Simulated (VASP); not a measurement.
**C: relaxation of cell and atoms with LDA**

The system is C.

```
C
1.0
     0.00000    1.76575    1.76575
     1.76575    0.00000    1.76575
     1.76575    1.76575    0.00000
C
2
Direct
  0.50000 0.50000 0.50000
  0.75000 0.75000 0.75000
```

```json
{
 "Program": "VASP 6.6.1",
 "Task": "relaxation of cell and atoms",
 "Functional": "LDA",
 "Potentials or basis": "VASP PAW LDA potentials, release 64 (C)",
 "Cutoff": "600 eV",
 "k mesh": "8 × 8 × 8",
 "Occupations": "gaussian, width 0.02 eV",
 "Spin": "no spin polarisation",
 "Dipole correction": "no",
 "Further INCAR settings": "ALGO = Normal; EDIFF = 1e-07; IBRION = 2; EDIFFG = -0.002; NSW = 100; ISIF = 3"
}
```

```json
{
 "Relaxed volume": "5.52 Å³/atom",
 "Relaxed cell": "a = 2.499 Å, b = 2.499 Å, c = 2.499 Å, α = 60.00°, β = 60.00°, γ = 60.00°",
 "Space group after relaxing (to 0.1 Å)": "Fd-3m (No. 227)",
 "Energy gained by relaxing": "0.0 meV/atom",
 "Ionic steps": "3",
 "Pressure after relaxing": "0.0 GPa",
 "Band gap on the k mesh": "4.17 eV (least direct gap 5.62 eV)"
}
```

Final structure:
```
CELL_PARAMETERS angstrom
0.00000 1.76694 1.76694
1.76694 0.00000 1.76694
1.76694 1.76694 0.00000
ATOMIC_POSITIONS crystal
C 0.50000 0.50000 0.50000
C 0.75000 0.75000 0.75000
```

Levels at points of the mesh, in eV from the valence-band top:
```tsv
k point	band 1	band 2	band 3	band 4	band 5	band 6	band 7	band 8
(0.00, 0.00, 0.00)	-21.69	0.00	0.00	0.00	5.62	5.62	5.62	14.20
(0.50, 0.00, 0.00)	-15.69	-13.67	-2.86	-2.86	8.50	8.50	9.39	15.66
(0.50, 0.50, 0.00)	-12.81	-12.81	-6.46	-6.46	4.77	4.77	17.05	17.05
```

Run time: 2.6 s on 1 thread of Intel(R) Xeon(R) 6975P-C (Granite Rapids), with other jobs on the host, peak memory 0.11 GiB.

A k mesh can miss the band edges. LDA gaps usually lie below the measured ones, often by a third to a half.
